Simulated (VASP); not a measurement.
# TiAl4Ni3 (P4/mmm) in VASP: further runs

TiAl4Ni3 is run at these levels: PBE; tasks: single point.

Program: VASP 6.6.1. These are calculated values, not measurements. Logs are shortened: lines on timing, memory, paths and dates and some standing lists are left out, and cuts for length are marked.

### 1 The cell of the first run

Symmetry: P4/mmm, No. 123, tetragonal system. The conventional cell has a = 4.029 Å, b = 4.029 Å, c = 6.505 Å, α = 90.00°, β = 90.00°, γ = 90.00°. Within 3.5 Å of Ti (site symmetry 4/mmm) lie 8 Al at 2.68 Å and 6 Ni at 2.85 to 3.25 Å. Within 3.3 Å of Al (site symmetry 2mm) lie 6 Ni at 2.50 to 2.68 Å and 2 Ti at 2.68 Å and 5 Al at 2.85 to 2.97 Å. Within 3.3 Å of Ni (site symmetry 4/mmm) lie 8 Al at 2.50 Å and 6 Ni at 2.85 to 3.25 Å. Ni (site symmetry 4/mmm) has 8 Al at 2.50 Å and 4 Ni at 2.85 Å and 2 Ti at 3.25 Å within 3.3 Å. Ni (site symmetry 4/mmm) has 8 Al at 2.68 Å and 4 Ti at 2.85 Å and 2 Ni at 3.25 Å within 3.5 Å.

### 2 Single point, PBE

File INCAR:

```
ALGO = Fast ; EDIFF = 1E-6
ENCUT = 520 ; GGA = PE
ISIF = 2 ; ISMEAR = 0
LASPH = T ; LCHARG = F
LREAL = F ; LWAVE = F
NBANDS = 37 ; NELM = 60
PREC = Accurate ; SIGMA = 0.1
```

File KPOINTS:

```
k-points
0
Gamma
  4 4 4
```

File POSCAR:

```
TiAl4Ni3
1.0
    4.0288257000      0.0000000000      0.0000000000
    0.0000000000      4.0288257000      0.0000000000
    0.0000000000      0.0000000000      6.5051085000
Ti Al Ni
1 4 3
Direct
    0.5000000000      0.5000000000      0.5000000000
    0.5000000000      0.0000000000      0.7716490000
    0.0000000000      0.5000000000      0.7716490000
    0.5000000000      0.0000000000      0.2283510000
    0.0000000000      0.5000000000      0.2283510000
    0.0000000000      0.0000000000      0.0000000000
    0.5000000000      0.5000000000      0.0000000000
    0.0000000000      0.0000000000      0.5000000000
```

Potentials or basis: VASP PAW PBE potentials, release 64 (Ti_sv, Al, Ni).

Run with:

```
$ cat potpaw_PBE.64/Ti_sv/POTCAR potpaw_PBE.64/Al/POTCAR potpaw_PBE.64/Ni/POTCAR > POTCAR
$ mpirun -np 1 vasp_std > vasp.out
```

OUTCAR:

```text
EDIFF = 1E-6
   ENCUT = 520
   GGA = PE
   ISIF = 2
   ISMEAR = 0
   LASPH = T
   LREAL = F
   NELM = 60
   PREC = Accurate

 ion  position               nearest neighbor table
   1  0.500  0.500  0.500-   2 2.68   3 2.68   4 2.68   5 2.68   2 2.68   4 2.68   3 2.68   5 2.68
                             8 2.85   8 2.85   8 2.85   8 2.85
   2  0.500  0.000  0.772-   6 2.50   7 2.50   7 2.50   6 2.50   1 2.68   1 2.68   8 2.68   8 2.68
                             3 2.85   3 2.85   3 2.85   3 2.85   4 2.97
   3  0.000  0.500  0.772-   6 2.50   7 2.50   6 2.50   7 2.50   1 2.68   8 2.68   1 2.68   8 2.68
                             2 2.85   2 2.85   2 2.85   2 2.85   5 2.97
   4  0.500  0.000  0.228-   6 2.50   7 2.50   7 2.50   6 2.50   1 2.68   1 2.68   8 2.68   8 2.68
                             5 2.85   5 2.85   5 2.85   5 2.85   2 2.97
   5  0.000  0.500  0.228-   6 2.50   7 2.50   6 2.50   7 2.50   1 2.68   8 2.68   1 2.68   8 2.68
                             4 2.85   4 2.85   4 2.85   4 2.85   3 2.97
   6  0.000  0.000  0.000-   2 2.50   3 2.50   4 2.50   5 2.50   3 2.50   5 2.50   2 2.50   4 2.50
                             7 2.85   7 2.85   7 2.85   7 2.85
   7  0.500  0.500  0.000-   2 2.50   3 2.50   4 2.50   5 2.50   2 2.50   4 2.50   3 2.50   5 2.50
                             6 2.85   6 2.85   6 2.85   6 2.85
   8  0.000  0.000  0.500-   2 2.68   3 2.68   4 2.68   5 2.68   3 2.68   5 2.68   2 2.68   4 2.68
                             1 2.85   1 2.85   1 2.85   1 2.85

  LATTYP: Found a simple tetragonal cell.
 ALAT       =     4.0288257000
 C/A-ratio  =     1.6146413333

  Lattice vectors:

 A1 = (   4.0288257000,   0.0000000000,   0.0000000000)
 A2 = (   0.0000000000,   4.0288257000,   0.0000000000)
 A3 = (   0.0000000000,   0.0000000000,   6.5051085000)

Analysis of symmetry for initial positions (statically):
=====================================================================
 Subroutine PRICEL returns:
 Original cell was already a primitive cell.

 Routine SETGRP: Setting up the symmetry group for a
 simple tetragonal supercell.

 Subroutine GETGRP returns: Found 16 space group operations
 (whereof 16 operations were pure point group operations)
 out of a pool of 16 trial point group operations.

The static configuration has the point symmetry D_4h.

Analysis of symmetry for dynamics (positions and initial velocities):
=====================================================================
 Subroutine PRICEL returns:
 Original cell was already a primitive cell.

 Routine SETGRP: Setting up the symmetry group for a
 simple tetragonal supercell.

 Subroutine GETGRP returns: Found 16 space group operations
 (whereof 16 operations were pure point group operations)
 out of a pool of 16 trial point group operations.

The dynamic configuration has the point symmetry D_4h.

 Subroutine INISYM returns: Found 16 space group operations
 (whereof 16 operations are pure point group operations),
 and found     1 'primitive' translations

----------------------------------------------------------------------------------------

                                     Primitive cell

  volume of cell :     105.5873

  direct lattice vectors                    reciprocal lattice vectors
     4.028825700  0.000000000  0.000000000     0.248211284  0.000000000  0.000000000
     0.000000000  4.028825700  0.000000000     0.000000000  0.248211284  0.000000000
     0.000000000  0.000000000  6.505108500     0.000000000  0.000000000  0.153725338

  length of vectors
     4.028825700  4.028825700  6.505108500     0.248211284  0.248211284  0.153725338

  position of ions in fractional coordinates (direct lattice)
     0.500000000  0.500000000  0.500000000
     0.500000000  0.000000000  0.771649000
     0.000000000  0.500000000  0.771649000
     0.500000000  0.000000000  0.228351000
     0.000000000  0.500000000  0.228351000
     0.000000000  0.000000000  0.000000000
     0.500000000  0.500000000  0.000000000
     0.000000000  0.000000000  0.500000000

  ion indices of the primitive-cell ions
   primitive index   ion index
                 1           1
                 2           2
                 3           3
                 4           4
                 5           5
                 6           6
                 7           7
                 8           8

----------------------------------------------------------------------------------------

 KPOINTS: k-points

Automatic generation of k-mesh.
 Grid dimensions read from file:
 generate k-points for:    4    4    4

 Generating k-lattice:

  Cartesian coordinates                     Fractional coordinates (reciprocal lattice)
     0.062052821  0.000000000  0.000000000     0.250000000  0.000000000  0.000000000
     0.000000000  0.062052821  0.000000000     0.000000000  0.250000000  0.000000000
     0.000000000  0.000000000  0.038431334     0.000000000  0.000000000  0.250000000

  Length of vectors
     0.062052821  0.062052821  0.038431334

  Shift w.r.t. Gamma in fractional coordinates (k-lattice)
     0.000000000  0.000000000  0.000000000

 Subroutine IBZKPT returns following result:
 ===========================================

 Found     18 irreducible k-points:

 Following reciprocal coordinates:
            Coordinates               Weight
  0.000000  0.000000  0.000000      1.000000
  0.250000  0.000000  0.000000      4.000000
  0.500000  0.000000  0.000000      2.000000
  0.250000  0.250000  0.000000      4.000000
  0.500000  0.250000  0.000000      4.000000
  0.500000  0.500000  0.000000      1.000000
[... 10 lines left out ...]
  0.500000  0.250000  0.500000      4.000000
  0.500000  0.500000  0.500000      1.000000
   k-points           NKPTS =     18   k-points in BZ     NKDIM =     18   number of bands    NBANDS=     37
   number of dos      NEDOS =    301   number of ions     NIONS =      8
   total plane-waves  NPLWV =  43200
   dimension x,y,z NGX =    30 NGY =   30 NGZ =   48
   dimension x,y,z NGXF=    60 NGYF=   60 NGZF=   96
   ions per type =               1   4   3
   NGX,Y,Z   is equivalent  to a cutoff of  12.38, 12.38, 12.27 a.u.
   NGXF,Y,Z  is equivalent  to a cutoff of  24.76, 24.76, 24.53 a.u.
 SYSTEM =  unknown system
   PREC   = accura    normal or accurate (medium, high low for compatibility)
   ISTART =      0    job   : 0-new  1-cont  2-samecut
   ICHARG =      2    charge: 1-file 2-atom 10-const
   ISPIN  =      1    spin polarized calculation?
   LNONCOLLINEAR =      F non collinear calculations
   LSORBIT =      F    spin-orbit coupling
   LASPH  =      T    aspherical Exc in radial PAW
   ENCUT  =  520.0 eV  38.22 Ry    6.18 a.u.   7.49  7.49 12.10*2*pi/ulx,y,z
   NELM   =     60;   NELMIN=  2; NELMDL= -5     # of ELM steps
   EDIFF  = 0.1E-05   stopping-criterion for ELM
   LREAL  =      F    real-space projection
   EDIFFG = 0.1E-04   stopping-criterion for IOM
   NSW    =      0    number of steps for IOM
   IBRION =     -1    ionic relax: 0-MD 1-quasi-New 2-CG
   NFREE  =      0    steps in history (QN), initial steepest desc. (CG)
   ISIF   =      2    stress and relaxation
   ISYM   =      2    0-nonsym 1-usesym 2-fastsym
   POTIM  = 0.5000    time-step for ionic-motion
   TEBEG  =    0.0;   TEEND  =   0.0 temperature during run
   PSTRESS=    0.0 pullay stress
   NELECT =      54.0000    total number of electrons
   NUPDOWN=      -1.0000    fix difference up-down
   EMIN   =  10.00;   EMAX   =-10.00  energy-range for DOS
   EFERMI =   0.00;   METHOD = LEGACY
   ISMEAR =     0;   SIGMA  =   0.10  broadening in eV -4-tet -1-fermi 0-gaus
   EFERMI_NEDOS =   21; number of points for ismear=-14 and -15
   IALGO  =     68    algorithm
   IMIX   =      4    mixing-type and parameters
     AMIX     =   0.40;   BMIX     =  1.00
     AMIX_MAG =   1.60;   BMIX_MAG =  1.00
  volume/ion in A,a.u.               =      13.20        89.07
  Fermi-wavevector in a.u.,A,eV,Ry     =   1.309189  2.474008 23.320047  1.713975
  Thomas-Fermi vector in A             =   2.439804
   LORBIT       =      0    0 simple, 1 ext, 2 COOP (PROOUT), +10 PAW based schemes
   GGA     = PE    functional components
   LHFCALC =     F    Hartree Fock is set to
   AEXX    =    0.0000 exact exchange contribution
   IVDW    =     0    specifies the selected vdW correction
   LEPSILON=     F    determine dielectric tensor
   LRPA    =     F    only Hartree local field effects (RPA)
 non-spin polarized calculation
 RMM-DIIS sequential band-by-band and
 Gauss-broadening in eV      SIGMA  =   0.10
  energy-cutoff  :      520.00
  volume of cell :      105.59
 maximum number of plane-waves:      2864
 NGX is ok and might be reduce to    30
   NGX = 15   NGY = 15   NGZ = 25

 number of electron      53.9999981 magnetization

 Free energy of the ion-electron system (eV)
  ---------------------------------------------------
  ext. energy  EPLUGINS =         0.00000000
  ---------------------------------------------------
  free energy    TOTEN  =       -43.43181260 eV

  energy without entropy =      -43.40229599  energy(sigma->0) =      -43.41705429

 E-fermi :   9.3122     XC(G=0): -11.6780

 val. band max:        9.3098413973   @ k =   0.5000   0.5000   0.0000
 cond. band min:       9.3161287518   @ k =   0.5000   0.5000   0.5000
 fundamental gap:      0.0062873545
 Fermi energy:         9.3121991943

 k-point     1 :       0.0000    0.0000    0.0000
  band No.  band energies     occupation
      1     -47.2763      2.00000
      2     -23.5915      2.00000
      3     -23.5915      2.00000
      4     -23.5700      2.00000
      5      -1.1813      2.00000
      6       2.0185      2.00000
[... 29 lines left out ...]
     36      12.6799      0.00000
     37      14.1100      0.00000

 k-point     2 :       0.2500    0.0000    0.0000
  band No.  band energies     occupation
      1     -47.2760      2.00000
      2     -23.5995      2.00000
      3     -23.5913      2.00000
      4     -23.5692      2.00000
      5      -0.5929      2.00000
      6       2.4180      2.00000
[... 632 lines left out ...]
 k-point    18 :       0.5000    0.5000    0.5000
  band No.  band energies     occupation
      1     -47.2752      2.00000
      2     -23.6053      2.00000
      3     -23.6053      2.00000
      4     -23.5667      2.00000
      5       3.2343      2.00000
      6       3.2343      2.00000
[... 29 lines left out ...]
     36      13.3152      0.00000
     37      14.4998      0.00000

------------------------ aborting loop because EDIFF is reached ----------------------------------------

  FORCE on cell =-STRESS in cart. coord.  units (eV):
  Direction    XX          YY          ZZ          XY          YZ          ZX
  --------------------------------------------------------------------------------------
  -------------------------------------------------------------------------------------
  Total        0.0730766      0.0730766     -0.1431640      0.0000000     -0.0000000      0.0000000
  in kB        1.1088615      1.1088615     -2.1723653      0.0000000     -0.0000000      0.0000000
  external PRESSURE =       0.0151192 kB  Pullay stress =       0.0000000 kB

 VOLUME and BASIS-vectors are now :
 -----------------------------------------------------------------------------
  energy-cutoff  :      520.00
  volume of cell :      105.59
      direct lattice vectors                 reciprocal lattice vectors
     4.028825700  0.000000000  0.000000000     0.248211284  0.000000000  0.000000000
     0.000000000  4.028825700  0.000000000     0.000000000  0.248211284  0.000000000
     0.000000000  0.000000000  6.505108500     0.000000000  0.000000000  0.153725338

 POSITION                                       TOTAL-FORCE (eV/Angst)
 -----------------------------------------------------------------------------------
      2.01441      2.01441      3.25255         0.000000      0.000000      0.000000
      2.01441      0.00000      5.01966         0.000000      0.000000      0.112148
      0.00000      2.01441      5.01966         0.000000     -0.000000      0.112148
      2.01441      0.00000      1.48545        -0.000000     -0.000000     -0.112148
      0.00000      2.01441      1.48545        -0.000000     -0.000000     -0.112148
      0.00000      0.00000      0.00000         0.000000      0.000000      0.000000
      2.01441      2.01441      0.00000         0.000000      0.000000      0.000000
      0.00000      0.00000      3.25255         0.000000      0.000000      0.000000
 -----------------------------------------------------------------------------------
    total drift:                                0.000000      0.000000      0.000000

  FREE ENERGIE OF THE ION-ELECTRON SYSTEM (eV)
  ---------------------------------------------------
  free  energy   TOTEN  =       -43.4318125953 eV

  energy  without entropy=      -43.4022959946  energy(sigma->0) =      -43.41705429
```

It took 72 s on 1 thread of Intel Xeon 6975P-C (Granite Rapids), shared host; peak memory 0.22 GiB.

Results:

```yaml
Free_energy: -43.4318 eV
Pressure: 0.0 GPa
Largest_force: 0.112 eV/Å
Band_gap_on_the_k_mesh: zero (bands 27 and 28 overlap by 0.87 eV)
```

Forces in eV/Å, atoms in the order of the input:
```
Ti   0.000  0.000  0.000
Al   0.000  0.000  0.112
Al   0.000  0.000  0.112
Al   0.000  0.000 -0.112
Al   0.000  0.000 -0.112
Ni   0.000  0.000  0.000
Ni   0.000  0.000  0.000
Ni   0.000  0.000  0.000
```

Caveat: the k points lie up to 0.39 Å⁻¹ apart, too coarse for converged energies and pressures of a metal.

(Part 1 of 2 ends here.)
